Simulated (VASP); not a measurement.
# ZrO2 (Fm-3m) in VASP: further runs

The runs below take ZrO2 through single point, with PBE.

All numbers are computed with VASP 6.6.1; they aren't measurements. Logs are shortened: lines on timing, memory, paths and dates and some standing lists are left out, and cuts for length are marked.

**1. The cell of the first run**

It takes space group Fm-3m (No. 225, cubic). The conventional cell has a = 5.089 Å, b = 5.089 Å, c = 5.089 Å, α = 90.00°, β = 90.00°, γ = 90.00°. Within 2.9 Å of Zr (site symmetry m-3m) lie 8 O at 2.20 Å. Within 2.9 Å of O (site symmetry -43m) lie 4 Zr at 2.20 Å and 6 O at 2.54 Å.

**2. Single point, PBE**

The input, INCAR:

```
SYSTEM = ZrO2
PREC = Accurate ; ENCUT = 600
EDIFF = 1E-6 ; ISMEAR = 0
SIGMA = 0.01 ; LREAL = .FALSE.
LASPH = .TRUE. ; NELM = 120
ALGO = Normal ; ISIF = 2
LWAVE = .FALSE. ; LCHARG = .FALSE.
GGA = PE ; NBANDS = 19
GGA_COMPAT = .FALSE.
```

The input, KPOINTS:

```
Automatic mesh
0
G
  4 4 4
  0 0 0
```

The input, POSCAR:

```
ZrO2
1.0
    0.0000000000      2.5447135857      2.5447135857
    2.5447135857      0.0000000000      2.5447135857
    2.5447135857      2.5447135857      0.0000000000
Zr O
1 2
Direct
    0.0000000000      0.0000000000      0.0000000000
    0.2500000000      0.2500000000      0.2500000000
    0.7500000000      0.7500000000      0.7500000000
```

Potentials or basis: VASP PAW PBE potentials, release 64 (Zr_sv, O).

The run is started by

```console
$ cat potpaw_PBE.64/Zr_sv/POTCAR potpaw_PBE.64/O/POTCAR > POTCAR
$ mpirun -np 1 vasp_std > vasp.out
```

OUTCAR:

```text
SYSTEM = ZrO2
   PREC = Accurate
   ENCUT = 600
   EDIFF = 1E-6
   ISMEAR = 0
   LREAL = .FALSE.
   LASPH = .TRUE.
   NELM = 120
   ISIF = 2
   GGA = PE

 ion  position               nearest neighbor table
   1  0.000  0.000  0.000-   3 2.20   3 2.20   3 2.20   2 2.20   2 2.20   2 2.20   3 2.20   2 2.20

   2  0.250  0.250  0.250-   1 2.20   1 2.20   1 2.20   1 2.20
   3  0.750  0.750  0.750-   1 2.20   1 2.20   1 2.20   1 2.20

  LATTYP: Found a face centered cubic cell.
 ALAT       =     5.0894271714

  Lattice vectors:

 A1 = (   0.0000000000,   2.5447135857,   2.5447135857)
 A2 = (   2.5447135857,   0.0000000000,   2.5447135857)
 A3 = (   2.5447135857,   2.5447135857,   0.0000000000)

Analysis of symmetry for initial positions (statically):
=====================================================================
 Subroutine PRICEL returns:
 Original cell was already a primitive cell.

 Routine SETGRP: Setting up the symmetry group for a
 face centered cubic supercell.

 Subroutine GETGRP returns: Found 48 space group operations
 (whereof 48 operations were pure point group operations)
 out of a pool of 48 trial point group operations.

The static configuration has the point symmetry O_h .

Analysis of symmetry for dynamics (positions and initial velocities):
=====================================================================
 Subroutine PRICEL returns:
 Original cell was already a primitive cell.

 Routine SETGRP: Setting up the symmetry group for a
 face centered cubic supercell.

 Subroutine GETGRP returns: Found 48 space group operations
 (whereof 48 operations were pure point group operations)
 out of a pool of 48 trial point group operations.

The dynamic configuration has the point symmetry O_h .

 Subroutine INISYM returns: Found 48 space group operations
 (whereof 48 operations are pure point group operations),
 and found     1 'primitive' translations

----------------------------------------------------------------------------------------

                                     Primitive cell

  volume of cell :      32.9569

  direct lattice vectors                    reciprocal lattice vectors
     0.000000000  2.544713586  2.544713586    -0.196485767  0.196485767  0.196485767
     2.544713586  0.000000000  2.544713586     0.196485767 -0.196485767  0.196485767
     2.544713586  2.544713586  0.000000000     0.196485767  0.196485767 -0.196485767

  length of vectors
     3.598768465  3.598768465  3.598768465     0.340323331  0.340323331  0.340323331

  position of ions in fractional coordinates (direct lattice)
     0.000000000  0.000000000  0.000000000
     0.250000000  0.250000000  0.250000000
     0.750000000  0.750000000  0.750000000

  ion indices of the primitive-cell ions
   primitive index   ion index
                 1           1
                 2           2
                 3           3

----------------------------------------------------------------------------------------

 KPOINTS: Automatic mesh

Automatic generation of k-mesh.
 Grid dimensions read from file:
 generate k-points for:    4    4    4

 Generating k-lattice:

  Cartesian coordinates                     Fractional coordinates (reciprocal lattice)
    -0.049121442  0.049121442  0.049121442     0.250000000  0.000000000  0.000000000
     0.049121442 -0.049121442  0.049121442     0.000000000  0.250000000  0.000000000
     0.049121442  0.049121442 -0.049121442     0.000000000  0.000000000  0.250000000

  Length of vectors
     0.085080833  0.085080833  0.085080833

  Shift w.r.t. Gamma in fractional coordinates (k-lattice)
     0.000000000  0.000000000  0.000000000

 Subroutine IBZKPT returns following result:
 ===========================================

 Found      8 irreducible k-points:

 Following reciprocal coordinates:
            Coordinates               Weight
  0.000000  0.000000  0.000000      1.000000
  0.250000  0.000000  0.000000      8.000000
  0.500000  0.000000  0.000000      4.000000
  0.250000  0.250000  0.000000      6.000000
  0.500000  0.250000  0.000000     24.000000
 -0.250000  0.250000  0.000000     12.000000
  0.500000  0.500000  0.000000      3.000000
 -0.250000  0.500000  0.250000      6.000000
   k-points           NKPTS =      8   k-points in BZ     NKDIM =      8   number of bands    NBANDS=     19
   number of dos      NEDOS =    301   number of ions     NIONS =      3
   total plane-waves  NPLWV =  27000
   dimension x,y,z NGX =    30 NGY =   30 NGZ =   30
   dimension x,y,z NGXF=    60 NGYF=   60 NGZF=   60
   ions per type =               1   2
   NGX,Y,Z   is equivalent  to a cutoff of  13.86, 13.86, 13.86 a.u.
   NGXF,Y,Z  is equivalent  to a cutoff of  27.72, 27.72, 27.72 a.u.
 SYSTEM =  ZrO2
   PREC   = accura    normal or accurate (medium, high low for compatibility)
   ISTART =      0    job   : 0-new  1-cont  2-samecut
   ICHARG =      2    charge: 1-file 2-atom 10-const
   ISPIN  =      1    spin polarized calculation?
   LNONCOLLINEAR =      F non collinear calculations
   LSORBIT =      F    spin-orbit coupling
   LASPH  =      T    aspherical Exc in radial PAW
   ENCUT  =  600.0 eV  44.10 Ry    6.64 a.u.   7.19  7.19  7.19*2*pi/ulx,y,z
   NELM   =    120;   NELMIN=  2; NELMDL= -5     # of ELM steps
   EDIFF  = 0.1E-05   stopping-criterion for ELM
   LREAL  =      F    real-space projection
   EDIFFG = 0.1E-04   stopping-criterion for IOM
   NSW    =      0    number of steps for IOM
   IBRION =     -1    ionic relax: 0-MD 1-quasi-New 2-CG
   NFREE  =      0    steps in history (QN), initial steepest desc. (CG)
   ISIF   =      2    stress and relaxation
   ISYM   =      2    0-nonsym 1-usesym 2-fastsym
   POTIM  = 0.5000    time-step for ionic-motion
   TEBEG  =    0.0;   TEEND  =   0.0 temperature during run
   PSTRESS=    0.0 pullay stress
   NELECT =      24.0000    total number of electrons
   NUPDOWN=      -1.0000    fix difference up-down
   EMIN   =  10.00;   EMAX   =-10.00  energy-range for DOS
   EFERMI =   0.00;   METHOD = LEGACY
   ISMEAR =     0;   SIGMA  =   0.01  broadening in eV -4-tet -1-fermi 0-gaus
   EFERMI_NEDOS =   21; number of points for ismear=-14 and -15
   IALGO  =     38    algorithm
   IMIX   =      4    mixing-type and parameters
     AMIX     =   0.40;   BMIX     =  1.00
     AMIX_MAG =   1.60;   BMIX_MAG =  1.00
  volume/ion in A,a.u.               =      10.99        74.13
  Fermi-wavevector in a.u.,A,eV,Ry     =   1.472865  2.783312 29.515553  2.169332
  Thomas-Fermi vector in A             =   2.587828
   LORBIT       =      0    0 simple, 1 ext, 2 COOP (PROOUT), +10 PAW based schemes
   GGA     = PE    functional components
   LHFCALC =     F    Hartree Fock is set to
   AEXX    =    0.0000 exact exchange contribution
   IVDW    =     0    specifies the selected vdW correction
   LEPSILON=     F    determine dielectric tensor
   LRPA    =     F    only Hartree local field effects (RPA)
 non-spin polarized calculation
 Gauss-broadening in eV      SIGMA  =   0.01
  energy-cutoff  :      600.00
  volume of cell :       32.96
 maximum number of plane-waves:      1124
 NGX is ok and might be reduce to    30
   NGX = 15   NGY = 15   NGZ = 15

 number of electron      23.9999995 magnetization

 Free energy of the ion-electron system (eV)
  ---------------------------------------------------
  ext. energy  EPLUGINS =         0.00000000
  ---------------------------------------------------
  free energy    TOTEN  =       -28.56520937 eV

  energy without entropy =      -28.56520937  energy(sigma->0) =      -28.56520937

 E-fermi :   7.4251     XC(G=0): -11.7843

 val. band max:        7.2255048233   @ k =   0.5000   0.5000   0.0000
 cond. band min:      10.5803302577   @ k =   0.0000   0.0000   0.0000
 fundamental gap:      3.3548254344
 Fermi energy:         7.4251399843

 k-point     1 :       0.0000    0.0000    0.0000
  band No.  band energies     occupation
      1     -40.8609      2.00000
      2     -18.6812      2.00000
      3     -18.6812      2.00000
      4     -18.6812      2.00000
      5     -10.9718      2.00000
      6      -8.4138      2.00000
[... 11 lines left out ...]
     18      16.5963      0.00000
     19      21.6143      0.00000

 k-point     2 :       0.2500    0.0000    0.0000
  band No.  band energies     occupation
      1     -40.8375      2.00000
      2     -19.0441      2.00000
      3     -18.7165      2.00000
      4     -18.7165      2.00000
      5     -10.2887      2.00000
      6      -8.8489      2.00000
[... 11 lines left out ...]
     18      16.3164      0.00000
     19      20.5941      0.00000

 k-point     3 :       0.5000    0.0000    0.0000
  band No.  band energies     occupation
      1     -40.8140      2.00000
      2     -19.3650      2.00000
      3     -18.7512      2.00000
      4     -18.7512      2.00000
      5     -10.0123      2.00000
      6      -8.7688      2.00000
[... 11 lines left out ...]
     18      16.2659      0.00000
     19      21.2384      0.00000

 k-point     4 :       0.2500    0.2500    0.0000
  band No.  band energies     occupation
      1     -40.8298      2.00000
      2     -19.0798      2.00000
      3     -18.7690      2.00000
      4     -18.7690      2.00000
      5      -9.9538      2.00000
      6      -9.0813      2.00000
[... 11 lines left out ...]
     18      15.8639      0.00000
     19      21.7517      0.00000

 k-point     5 :       0.5000    0.2500    0.0000
  band No.  band energies     occupation
      1     -40.8063      2.00000
      2     -19.2777      2.00000
      3     -18.9371      2.00000
      4     -18.8037      2.00000
      5      -9.5370      2.00000
      6      -9.0864      2.00000
[... 11 lines left out ...]
     18      18.1553      0.00000
     19      21.8027      0.00000

 k-point     6 :      -0.2500    0.2500    0.0000
  band No.  band energies     occupation
      1     -40.8141      2.00000
      2     -19.1757      2.00000
      3     -18.9637      2.00000
      4     -18.7517      2.00000
      5      -9.6149      2.00000
      6      -9.1509      2.00000
[... 11 lines left out ...]
     18      17.8706      0.00000
     19      21.6145      0.00000

 k-point     7 :       0.5000    0.5000    0.0000
  band No.  band energies     occupation
      1     -40.7986      2.00000
      2     -19.4198      2.00000
      3     -18.8555      2.00000
      4     -18.8555      2.00000
      5      -9.6271      2.00000
      6      -8.8539      2.00000
[... 11 lines left out ...]
     18      20.6951      0.00000
     19      20.8896      0.00000

 k-point     8 :      -0.2500    0.5000    0.2500
  band No.  band energies     occupation
      1     -40.7985      2.00000
      2     -19.1497      2.00000
      3     -19.1497      2.00000
      4     -18.8594      2.00000
      5      -9.2245      2.00000
      6      -9.2245      2.00000
[... 11 lines left out ...]
     18      19.5596      0.00000
     19      23.1860      0.00000

------------------------ aborting loop because EDIFF is reached ----------------------------------------

  FORCE on cell =-STRESS in cart. coord.  units (eV):
  Direction    XX          YY          ZZ          XY          YZ          ZX
  --------------------------------------------------------------------------------------
  -------------------------------------------------------------------------------------
  Total        0.7964371      0.7964371      0.7964371      0.0000000      0.0000000      0.0000000
  in kB       38.7182150     38.7182150     38.7182150      0.0000000      0.0000000      0.0000000
  external PRESSURE =      38.7182150 kB  Pullay stress =       0.0000000 kB

 VOLUME and BASIS-vectors are now :
 -----------------------------------------------------------------------------
  energy-cutoff  :      600.00
  volume of cell :       32.96
      direct lattice vectors                 reciprocal lattice vectors
     0.000000000  2.544713586  2.544713586    -0.196485767  0.196485767  0.196485767
     2.544713586  0.000000000  2.544713586     0.196485767 -0.196485767  0.196485767
     2.544713586  2.544713586  0.000000000     0.196485767  0.196485767 -0.196485767

 POSITION                                       TOTAL-FORCE (eV/Angst)
 -----------------------------------------------------------------------------------
      0.00000      0.00000      0.00000         0.000000     -0.000000      0.000000
      1.27236      1.27236      1.27236         0.000000      0.000000      0.000000
      3.81707      3.81707      3.81707        -0.000000      0.000000     -0.000000
 -----------------------------------------------------------------------------------
    total drift:                                0.000000     -0.000000      0.000000

  FREE ENERGIE OF THE ION-ELECTRON SYSTEM (eV)
  ---------------------------------------------------
  free  energy   TOTEN  =       -28.5652093722 eV

  energy  without entropy=      -28.5652093722  energy(sigma->0) =      -28.56520937
```

It took 20 s on 1 thread of Intel Xeon 8259CL, shared host; peak memory 0.17 GiB.

Results:

* Free energy: -28.5652 eV
* Pressure: 3.9 GPa
* Band gap on the k mesh: 3.35 eV, indirect (least direct gap 3.80 eV)

Caveat: the k points lie up to 0.53 Å⁻¹ apart. Expect the measured gap to be larger: semilocal functionals such as PBE lack the derivative discontinuity.

**3. Single point, PBE (volume changed by +5%)**

The input, INCAR:

```
SYSTEM = ZrO2
  PREC = Accurate
  ENCUT = 600
  EDIFF = 1E-6
  ISMEAR = 0
  SIGMA = 0.01
  LREAL = .FALSE.
  LASPH = .TRUE.
  NELM = 120
  ALGO = Normal
  ISIF = 2
  LWAVE = .FALSE.
  LCHARG = .FALSE.
  GGA = PE
  NBANDS = 19
  GGA_COMPAT = .FALSE.
```

The input, KPOINTS:

```
regular mesh
0
G
  4 4 4
  0 0 0
```

The input, POSCAR:

```
ZrO2
1.0
    0.0000000000      2.5864376177      2.5864376177
    2.5864376177      0.0000000000      2.5864376177
    2.5864376177      2.5864376177      0.0000000000
Zr O
1 2
Direct
    0.0000000000      0.0000000000      0.0000000000
    0.2500000000      0.2500000000      0.2500000000
    0.7500000000      0.7500000000      0.7500000000
```

Potentials or basis: VASP PAW PBE potentials, release 64 (Zr_sv, O).

The run is started by

```console
$ cat potpaw_PBE.64/Zr_sv/POTCAR potpaw_PBE.64/O/POTCAR > POTCAR
$ mpirun -np 1 vasp_std > vasp.out
```

Wall time 22 s (1 thread of Intel Xeon 8259CL, shared host); peak memory 0.16 GiB.

The run converged. Its results:

| Item | Value |
| --- | --- |
| Free energy | -28.5502 eV |
| Pressure | -7.3 GPa |
| Band gap on the k mesh | 3.22 eV, indirect (least direct gap 3.62 eV) |

Levels at points of the mesh, in eV from the valence-band top:
| k point | band 8 | band 9 | band 10 | band 11 | band 12 | band 13 | band 14 | band 15 | band 16 | band 17 |
| --- | --- | --- | --- | --- | --- | --- | --- | --- | --- | --- |
| (0.00, 0.00, 0.00) | -4.96 | -4.96 | -0.51 | -0.51 | -0.51 | 3.22 | 3.22 | 6.22 | 8.79 | 8.79 |
| (0.50, 0.00, 0.00) | -3.99 | -2.44 | -2.43 | -1.60 | -1.60 | 3.80 | 3.80 | 5.65 | 7.96 | 7.96 |
| (0.50, 0.50, 0.00) | -3.06 | -3.06 | -1.44 | -1.44 | 0.00 | 3.62 | 4.48 | 5.41 | 6.86 | 6.86 |

Caveat: the k points lie up to 0.53 Å⁻¹ apart. A k mesh can miss the band edges.

**4. Single point, PBE (volume changed by +10%)**

The input, INCAR:

```
PREC = Accurate ; ENCUT = 600
EDIFF = 1E-6 ; ISMEAR = 0
SIGMA = 0.01 ; LREAL = False
LASPH = True ; NELM = 120
ALGO = Normal ; ISIF = 2
LWAVE = False ; LCHARG = True
GGA = PE ; LELF = True
LVHAR = True ; NBANDS = 19
GGA_COMPAT = False
```

The input, KPOINTS:

```
regular mesh
0
Gamma
  4 4 4
```

The input, POSCAR:

```
ZrO2
1.0
    0.0000000000      2.6268572341      2.6268572341
    2.6268572341      0.0000000000      2.6268572341
    2.6268572341      2.6268572341      0.0000000000
Zr O
1 2
Direct
    0.0000000000      0.0000000000      0.0000000000
    0.2500000000      0.2500000000      0.2500000000
    0.7500000000      0.7500000000      0.7500000000
```

The run is started by

```console
$ cat potpaw_PBE.64/Zr_sv/POTCAR potpaw_PBE.64/O/POTCAR > POTCAR
$ mpirun -np 1 vasp_std > vasp.out
```

Wall time 24 s (1 thread of Intel Xeon 8259CL, shared host); peak memory 0.16 GiB.

Results (log left out):

| Property | Result |
| --- | --- |
| Free energy | -28.4333 eV |
| Pressure | -15.9 GPa |
| Band gap on the k mesh | 3.08 eV, indirect (least direct gap 3.46 eV) |

Levels at points of the mesh, in eV from the valence-band top:
| k point | band 10 | band 11 | band 12 | band 13 | band 14 | band 15 |
| --- | --- | --- | --- | --- | --- | --- |
| (0.00, 0.00, 0.00) | -0.50 | -0.50 | -0.50 | 3.08 | 3.08 | 5.88 |
| (0.50, 0.00, 0.00) | -2.35 | -1.56 | -1.56 | 3.62 | 3.62 | 5.26 |
| (0.50, 0.50, 0.00) | -1.38 | -1.38 | 0.00 | 3.46 | 4.24 | 5.02 |

Caveat: the k points lie up to 0.52 Å⁻¹ apart.

**5. Summary**

| cell | gap on the mesh (eV) | pressure (GPa) |
| --- | --- | --- |
| a = 3.599 Å, angles 60.0°, 3 atoms | 3.35 | 3.9 |
| a = 3.658 Å, angles 60.0°, 3 atoms | 3.22 | -7.3 |
| a = 3.715 Å, angles 60.0°, 3 atoms | 3.08 | -15.9 |

Alike in all rows: task single point; level PBE; potentials or basis VASP PAW PBE potentials, release 64 (Zr_sv, O); no spin polarisation; k mesh 4 × 4 × 4; cutoff (eV) 600; smearing gaussian 0.01 eV.

Caveats: all runs use coarse meshes.

Total energies depend on the potentials used, so only differences within one code and one set of settings carry meaning.
